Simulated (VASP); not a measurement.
Wanted: the native input for a VASP 6.6.1 run.

```yaml
Task: single point
Functional: PBE
Potentials_or_basis: VASP PAW PBE potentials, release 64 (Rb_sv, H, Br)
Cutoff: 520 eV
k_mesh: 4 × 4 × 4
Occupations: gaussian, width 0.1 eV
Spin: no spin polarisation
Dipole_correction: no
Further_INCAR_settings: ALGO = Normal; EDIFF = 1e-06; NBANDS = 38
```

The structure of Rb3HBr4 lies in POSCAR:

```
Rb3HBr4
1.0
    6.8200863962      0.0000000000      0.0000000000
    0.0000000000      6.8200863962      0.0000000000
    0.0000000000      0.0000000000      6.8200863962
Rb H Br
3 1 4
Direct
    0.0000000000      0.5000000000      0.5000000000
    0.5000000000      0.0000000000      0.5000000000
    0.5000000000      0.5000000000      0.0000000000
    0.0000000000      0.0000000000      0.0000000000
    0.5000000000      0.0000000000      0.0000000000
    0.5000000000      0.5000000000      0.5000000000
    0.0000000000      0.0000000000      0.5000000000
    0.0000000000      0.5000000000      0.0000000000
```

The cell was generated, and may not be a known phase.

These files were run (other wordings do the same):

INCAR

```
SYSTEM = Rb3HBr4
PREC = Accurate ; ENCUT = 520
EDIFF = 1E-6 ; ISMEAR = 0
SIGMA = 0.1 ; LREAL = .False.
LASPH = .True. ; NELM = 100
ALGO = Normal ; ISIF = 2
LWAVE = .False. ; LCHARG = .True.
GGA = PE ; LELF = .True.
LVHAR = .True. ; NBANDS = 38
```

KPOINTS

```
regular mesh
0
Gamma
  4 4 4
  0 0 0
```

Potentials or basis: VASP PAW PBE potentials, release 64 (Rb_sv, H, Br).

Command:

```bash
$ cat potpaw_PBE.64/Rb_sv/POTCAR potpaw_PBE.64/H/POTCAR potpaw_PBE.64/Br/POTCAR > POTCAR
$ mpirun -np 1 vasp_std > vasp.out
```

Results of the run:

The pressure is 0.0 GPa and the band gap on the k mesh is zero (filled and empty bands touch).

Caveat: semilocal functionals underestimate gaps, and a narrow one can read as zero.

Wall time 110 s on 1 thread of Intel(R) Xeon(R) 6975P-C (Granite Rapids) (shared host), peak memory 0.43 GiB.
